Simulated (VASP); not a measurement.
Ge:

```xyz
1
Lattice="-1.6084 1.6084 1.8732 1.6084 -1.6084 1.8732 1.6084 1.6084 -1.8732" Properties=species:S:1:pos:R:3 pbc="T T T"
Ge    0.0000    0.0000    1.8732
```

Base run:

* Program: VASP 6.6.1
* Functional: BLYP
* Potentials or basis: VASP PAW PBE potentials, release 64 (Ge_d)
* Cutoff: 520 eV
* k mesh: 12 × 12 × 12
* Occupations: fermi-dirac, width 0.05 eV
* Spin: no spin polarisation

Its results: band gap on the k mesh zero (bands 7 and 8 overlap by 10.95 eV); pressure 7.1 GPa.

**Question.** The run is repeated on the same cell with these changes: functional from BLYP to HF; k mesh from 12 × 12 × 12 to 6 × 6 × 6. What comes out?

**Answer.** Band gap on the k mesh zero (bands 7 and 8 overlap by 19.73 eV); pressure 5.9 GPa.

Several settings changed at once.

Caveats: some runs use coarse meshes; the PAW data sets were made with another functional, which shifts forces and pressure a little; the cell stands under pressure (at least some runs).
